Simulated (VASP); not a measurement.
# ZnSe (F-43m) in VASP: further runs

ZnSe is run at these levels: r2SCAN; tasks: single point.

Everything below comes from runs of VASP 6.6.1. Logs are shortened: lines on timing, memory, paths and dates and some standing lists are left out, and cuts for length are marked.

## Step 1: The cell of the first run

Symmetry: F-43m, No. 216, cubic system. Conventional cell: a = 5.665 Å, b = 5.665 Å, c = 5.665 Å, α = 90.00°, β = 90.00°, γ = 90.00°. Zn (site symmetry -43m) has 4 Se at 2.45 Å within 3.2 Å. Se (site symmetry -43m) has 4 Zn at 2.45 Å within 3.2 Å.

## Step 2: Single point, r2SCAN

POSCAR

```
ZnSe
1.0
    0.0000000000      2.8324206848      2.8324206848
    2.8324206848      0.0000000000      2.8324206848
    2.8324206848      2.8324206848      0.0000000000
Zn Se
1 1
Direct
    0.0000000000      0.0000000000      0.0000000000
    0.2500000000      0.2500000000      0.2500000000
```

INCAR.step1

```
PREC = Accurate
ENCUT = 520
ISMEAR = 0
SIGMA = 0.01
LREAL = F
LASPH = T
NELM = 60
NBANDS = 16
GGA = PE
ALGO = Normal
EDIFF = 1E-4
LWAVE = T
LCHARG = F
```

INCAR.step2

```
PREC = Accurate
ENCUT = 520
EDIFF = 1E-6
ISMEAR = 0
SIGMA = 0.01
LREAL = F
LASPH = T
NELM = 60
ALGO = Normal
ISIF = 2
LWAVE = F
LCHARG = F
METAGGA = R2SCAN
LMIXTAU = T
NBANDS = 16
ISTART = 1
```

KPOINTS

```
regular mesh
0
Gamma
  6 6 6
```

Potentials or basis: VASP PAW PBE potentials, release 64 (Zn, Se).

Launch:

```
$ cat potpaw_PBE.64/Zn/POTCAR potpaw_PBE.64/Se/POTCAR > POTCAR
$ cp INCAR.step1 INCAR
$ mpirun -np 1 vasp_std > vasp.out
$ cp INCAR.step2 INCAR
$ mpirun -np 1 vasp_std > vasp.out
```

OUTCAR:

```text
PREC = Accurate
   ENCUT = 520
   EDIFF = 1E-6
   ISMEAR = 0
   LREAL = F
   LASPH = T
   NELM = 60
   ISIF = 2
   METAGGA = R2SCAN
   ISTART = 1

 ion  position               nearest neighbor table
   1  0.000  0.000  0.000-   2 2.45   2 2.45   2 2.45   2 2.45
   2  0.250  0.250  0.250-   1 2.45   1 2.45   1 2.45   1 2.45

  LATTYP: Found a face centered cubic cell.
 ALAT       =     5.6648413696

  Lattice vectors:

 A1 = (   0.0000000000,   2.8324206848,   2.8324206848)
 A2 = (   2.8324206848,   0.0000000000,   2.8324206848)
 A3 = (   2.8324206848,   2.8324206848,   0.0000000000)

Analysis of symmetry for initial positions (statically):
=====================================================================
 Subroutine PRICEL returns:
 Original cell was already a primitive cell.

 Routine SETGRP: Setting up the symmetry group for a
 face centered cubic supercell.

 Subroutine GETGRP returns: Found 24 space group operations
 (whereof 24 operations were pure point group operations)
 out of a pool of 48 trial point group operations.

The static configuration has the point symmetry T_d .

Analysis of symmetry for dynamics (positions and initial velocities):
=====================================================================
 Subroutine PRICEL returns:
 Original cell was already a primitive cell.

 Routine SETGRP: Setting up the symmetry group for a
 face centered cubic supercell.

 Subroutine GETGRP returns: Found 24 space group operations
 (whereof 24 operations were pure point group operations)
 out of a pool of 48 trial point group operations.

The dynamic configuration has the point symmetry T_d .

 Subroutine INISYM returns: Found 24 space group operations
 (whereof 24 operations are pure point group operations),
 and found     1 'primitive' translations

----------------------------------------------------------------------------------------

                                     Primitive cell

  volume of cell :      45.4468

  direct lattice vectors                    reciprocal lattice vectors
     0.000000000  2.832420685  2.832420685    -0.176527450  0.176527450  0.176527450
     2.832420685  0.000000000  2.832420685     0.176527450 -0.176527450  0.176527450
     2.832420685  2.832420685  0.000000000     0.176527450  0.176527450 -0.176527450

  length of vectors
     4.005647747  4.005647747  4.005647747     0.305754512  0.305754512  0.305754512

  position of ions in fractional coordinates (direct lattice)
     0.000000000  0.000000000  0.000000000
     0.250000000  0.250000000  0.250000000

  ion indices of the primitive-cell ions
   primitive index   ion index
                 1           1
                 2           2

----------------------------------------------------------------------------------------

 KPOINTS: regular mesh

Automatic generation of k-mesh.
 Grid dimensions read from file:
 generate k-points for:    6    6    6

 Generating k-lattice:

  Cartesian coordinates                     Fractional coordinates (reciprocal lattice)
    -0.029421242  0.029421242  0.029421242     0.166666667  0.000000000  0.000000000
     0.029421242 -0.029421242  0.029421242     0.000000000  0.166666667  0.000000000
     0.029421242  0.029421242 -0.029421242     0.000000000  0.000000000  0.166666667

  Length of vectors
     0.050959085  0.050959085  0.050959085

  Shift w.r.t. Gamma in fractional coordinates (k-lattice)
     0.000000000  0.000000000  0.000000000

 Subroutine IBZKPT returns following result:
 ===========================================

 Found     16 irreducible k-points:

 Following reciprocal coordinates:
            Coordinates               Weight
  0.000000  0.000000  0.000000      1.000000
  0.166667  0.000000  0.000000      8.000000
  0.333333  0.000000  0.000000      8.000000
  0.500000  0.000000  0.000000      4.000000
  0.166667  0.166667  0.000000      6.000000
  0.333333  0.166667  0.000000     24.000000
[... 8 lines left out ...]
 -0.333333  0.333333  0.166667     24.000000
 -0.333333  0.500000  0.166667     12.000000
   k-points           NKPTS =     16   k-points in BZ     NKDIM =     16   number of bands    NBANDS=     16
   number of dos      NEDOS =    301   number of ions     NIONS =      2
   total plane-waves  NPLWV =  27000
   dimension x,y,z NGX =    30 NGY =   30 NGZ =   30
   dimension x,y,z NGXF=    60 NGYF=   60 NGZF=   60
   ions per type =               1   1
   NGX,Y,Z   is equivalent  to a cutoff of  12.45, 12.45, 12.45 a.u.
   NGXF,Y,Z  is equivalent  to a cutoff of  24.90, 24.90, 24.90 a.u.
 SYSTEM =  unknown system
   PREC   = accura    normal or accurate (medium, high low for compatibility)
   ISTART =      1    job   : 0-new  1-cont  2-samecut
   ICHARG =      0    charge: 1-file 2-atom 10-const
   ISPIN  =      1    spin polarized calculation?
   LNONCOLLINEAR =      F non collinear calculations
   LSORBIT =      F    spin-orbit coupling
   LASPH  =      T    aspherical Exc in radial PAW
   ENCUT  =  520.0 eV  38.22 Ry    6.18 a.u.   7.45  7.45  7.45*2*pi/ulx,y,z
   NELM   =     60;   NELMIN=  2; NELMDL=  0     # of ELM steps
   EDIFF  = 0.1E-05   stopping-criterion for ELM
   LREAL  =      F    real-space projection
   EDIFFG = 0.1E-04   stopping-criterion for IOM
   NSW    =      0    number of steps for IOM
   IBRION =     -1    ionic relax: 0-MD 1-quasi-New 2-CG
   NFREE  =      0    steps in history (QN), initial steepest desc. (CG)
   ISIF   =      2    stress and relaxation
   ISYM   =      2    0-nonsym 1-usesym 2-fastsym
   POTIM  = 0.5000    time-step for ionic-motion
   TEBEG  =    0.0;   TEEND  =   0.0 temperature during run
   PSTRESS=    0.0 pullay stress
   NELECT =      18.0000    total number of electrons
   NUPDOWN=      -1.0000    fix difference up-down
   EMIN   =  10.00;   EMAX   =-10.00  energy-range for DOS
   EFERMI =   0.00;   METHOD = LEGACY
   ISMEAR =     0;   SIGMA  =   0.01  broadening in eV -4-tet -1-fermi 0-gaus
   EFERMI_NEDOS =   21; number of points for ismear=-14 and -15
   IALGO  =     38    algorithm
   IMIX   =      4    mixing-type and parameters
     AMIX     =   0.40;   BMIX     =  1.00
     AMIX_MAG =   1.60;   BMIX_MAG =  1.00
  volume/ion in A,a.u.               =      22.72       153.35
  Fermi-wavevector in a.u.,A,eV,Ry     =   1.202259  2.271939 19.666213  1.445426
  Thomas-Fermi vector in A             =   2.338045
   LORBIT       =      0    0 simple, 1 ext, 2 COOP (PROOUT), +10 PAW based schemes
   METAGGA = R2SCAN    functional components
   LHFCALC =     F    Hartree Fock is set to
   AEXX    =    0.0000 exact exchange contribution
   IVDW    =     0    specifies the selected vdW correction
   LEPSILON=     F    determine dielectric tensor
   LRPA    =     F    only Hartree local field effects (RPA)
 non-spin polarized calculation
 Gauss-broadening in eV      SIGMA  =   0.01
  energy-cutoff  :      520.00
  volume of cell :       45.45
 maximum number of plane-waves:      1243
 NGX is ok and might be reduce to    30
   NGX = 15   NGY = 15   NGZ = 15

 number of electron      18.0000011 magnetization

 Free energy of the ion-electron system (eV)
  ---------------------------------------------------
  ext. energy  EPLUGINS =         0.00000000
  ---------------------------------------------------
  free energy    TOTEN  =       -24.90526119 eV

  energy without entropy =      -24.90526119  energy(sigma->0) =      -24.90526119

 E-fermi :   1.4499     XC(G=0):  -9.9261

 val. band max:        1.3133655074   @ k =   0.0000   0.0000   0.0000
 cond. band min:       3.1857258165   @ k =   0.0000   0.0000   0.0000
 fundamental gap:      1.8723603091
 Fermi energy:         1.4499416591

 k-point     1 :       0.0000    0.0000    0.0000
  band No.  band energies     occupation
      1     -12.4093      2.00000
      2      -5.3881      2.00000
      3      -5.3881      2.00000
      4      -5.3881      2.00000
      5      -4.9798      2.00000
      6      -4.9798      2.00000
[... 8 lines left out ...]
     15      13.3429      0.00000
     16      13.3429      0.00000

 k-point     2 :       0.1667    0.0000    0.0000
  band No.  band energies     occupation
      1     -12.2284      2.00000
      2      -5.3677      2.00000
      3      -5.3599      2.00000
      4      -5.3599      2.00000
      5      -4.9814      2.00000
      6      -4.9814      2.00000
[... 8 lines left out ...]
     15      12.3269      0.00000
     16      12.9993      0.00000

 k-point     3 :       0.3333    0.0000    0.0000
  band No.  band energies     occupation
      1     -11.8228      2.00000
      2      -5.3112      2.00000
      3      -5.3111      2.00000
      4      -5.2005      2.00000
      5      -4.9736      2.00000
      6      -4.9736      2.00000
[... 8 lines left out ...]
     15      12.9745      0.00000
     16      12.9745      0.00000

 k-point     4 :       0.5000    0.0000    0.0000
  band No.  band energies     occupation
      1     -11.5914      2.00000
      2      -5.2925      2.00000
      3      -5.2924      2.00000
      4      -4.9622      2.00000
      5      -4.9622      2.00000
      6      -4.8236      2.00000
[... 8 lines left out ...]
     15      15.1336      0.00000
     16      15.1336      0.00000

 k-point     5 :       0.1667    0.1667    0.0000
  band No.  band energies     occupation
      1     -12.1679      2.00000
      2      -5.3958      2.00000
      3      -5.3329      2.00000
      4      -5.3329      2.00000
      5      -4.9981      2.00000
      6      -4.9672      2.00000
[... 8 lines left out ...]
     15      13.7516      0.00000
     16      14.0703      0.00000

 k-point     6 :       0.3333    0.1667    0.0000
  band No.  band energies     occupation
      1     -11.8333      2.00000
      2      -5.3446      2.00000
      3      -5.2761      2.00000
      4      -5.2503      2.00000
      5      -4.9922      2.00000
      6      -4.9570      2.00000
[... 8 lines left out ...]
     15      14.1486      0.00000
     16      14.5482      0.00000

 k-point     7 :       0.5000    0.1667    0.0000
  band No.  band energies     occupation
      1     -11.5284      2.00000
      2      -5.2889      2.00000
      3      -5.2506      2.00000
      4      -5.0362      2.00000
      5      -4.9581      2.00000
      6      -4.8462      2.00000
[... 8 lines left out ...]
     15      14.8573      0.00000
     16      15.1715      0.00000

 k-point     8 :      -0.3333    0.1667    0.0000
  band No.  band energies     occupation
      1     -11.6063      2.00000
      2      -5.2833      2.00000
      3      -5.2714      2.00000
      4      -5.0650      2.00000
      5      -4.9839      2.00000
      6      -4.9291      2.00000
[... 8 lines left out ...]
     15      13.7276      0.00000
     16      15.2222      0.00000

 k-point     9 :      -0.1667    0.1667    0.0000
  band No.  band energies     occupation
      1     -11.9692      2.00000
      2      -5.3256      2.00000
      3      -5.3202      2.00000
      4      -5.3035      2.00000
      5      -4.9949      2.00000
      6      -4.9641      2.00000
[... 8 lines left out ...]
     15      13.2063      0.00000
     16      14.7286      0.00000

 k-point    10 :       0.3333    0.3333    0.0000
  band No.  band energies     occupation
      1     -11.6244      2.00000
      2      -5.3650      2.00000
      3      -5.2008      2.00000
      4      -5.2008      2.00000
      5      -4.9786      2.00000
      6      -4.9420      2.00000
[... 8 lines left out ...]
     15      14.8961      0.00000
     16      17.3532      0.00000

 k-point    11 :       0.5000    0.3333    0.0000
  band No.  band energies     occupation
      1     -11.3896      2.00000
      2      -5.3026      2.00000
      3      -5.1633      2.00000
      4      -5.1196      2.00000
      5      -4.9436      2.00000
      6      -4.8267      2.00000
[... 8 lines left out ...]
     15      15.4954      0.00000
     16      16.3775      0.00000

 k-point    12 :      -0.3333    0.3333    0.0000
  band No.  band energies     occupation
      1     -11.3826      2.00000
      2      -5.2747      2.00000
      3      -5.1966      2.00000
      4      -5.0262      2.00000
      5      -4.9717      2.00000
      6      -4.7520      2.00000
[... 8 lines left out ...]
     15      13.0732      0.00000
     16      17.7113      0.00000

 k-point    13 :       0.5000    0.5000    0.0000
  band No.  band energies     occupation
      1     -11.3129      2.00000
      2      -5.3303      2.00000
      3      -5.1202      2.00000
      4      -5.1202      2.00000
      5      -4.9295      2.00000
      6      -4.7996      2.00000
[... 8 lines left out ...]
     15      15.9097      0.00000
     16      16.4328      0.00000

 k-point    14 :       0.5000    0.3333    0.1667
  band No.  band energies     occupation
      1     -11.5408      2.00000
      2      -5.2830      2.00000
      3      -5.2370      2.00000
      4      -5.1261      2.00000
      5      -4.9630      2.00000
      6      -4.9169      2.00000
[... 8 lines left out ...]
     15      14.9680      0.00000
     16      16.4070      0.00000

 k-point    15 :      -0.3333    0.3333    0.1667
  band No.  band energies     occupation
      1     -11.3826      2.00000
      2      -5.2621      2.00000
      3      -5.2067      2.00000
      4      -5.0202      2.00000
      5      -4.9872      2.00000
      6      -4.7372      2.00000
[... 8 lines left out ...]
     15      15.1534      0.00000
     16      16.0790      0.00000

 k-point    16 :      -0.3333    0.5000    0.1667
  band No.  band energies     occupation
      1     -11.3091      2.00000
      2      -5.2715      2.00000
      3      -5.1553      2.00000
      4      -5.0729      2.00000
      5      -4.9655      2.00000
      6      -4.7079      2.00000
[... 8 lines left out ...]
     15      15.7746      0.00000
     16      16.3100      0.00000

------------------------ aborting loop because EDIFF is reached ----------------------------------------

  FORCE on cell =-STRESS in cart. coord.  units (eV):
  Direction    XX          YY          ZZ          XY          YZ          ZX
  --------------------------------------------------------------------------------------
  -------------------------------------------------------------------------------------
  Total        0.0409435      0.0409435      0.0409435      0.0000000      0.0000000     -0.0000000
  in kB        1.4434201      1.4434201      1.4434201      0.0000000      0.0000000     -0.0000000
  external PRESSURE =       1.4434201 kB  Pullay stress =       0.0000000 kB

 VOLUME and BASIS-vectors are now :
 -----------------------------------------------------------------------------
  energy-cutoff  :      520.00
  volume of cell :       45.45
      direct lattice vectors                 reciprocal lattice vectors
     0.000000000  2.832420685  2.832420685    -0.176527450  0.176527450  0.176527450
     2.832420685  0.000000000  2.832420685     0.176527450 -0.176527450  0.176527450
     2.832420685  2.832420685  0.000000000     0.176527450  0.176527450 -0.176527450

 POSITION                                       TOTAL-FORCE (eV/Angst)
 -----------------------------------------------------------------------------------
      0.00000      0.00000      0.00000         0.000000      0.000000      0.000000
      1.41621      1.41621      1.41621        -0.000000     -0.000000     -0.000000
 -----------------------------------------------------------------------------------
    total drift:                                0.000022      0.000022      0.000022

  FREE ENERGIE OF THE ION-ELECTRON SYSTEM (eV)
  ---------------------------------------------------
  free  energy   TOTEN  =       -24.9052611936 eV

  energy  without entropy=      -24.9052611936  energy(sigma->0) =      -24.90526119
```

Wall time 37 s (1 thread of AMD EPYC 9R45 (Zen 5), shared host); peak memory 0.14 GiB.

Results:

```
Free energy            : -24.9053 eV
Pressure               : 0.1 GPa
Band gap on the k mesh : 1.87 eV, direct
```

Caveat: the PAW data sets were made with another functional, which shifts forces and pressure a little.

(Continued in part 2 of 2.)
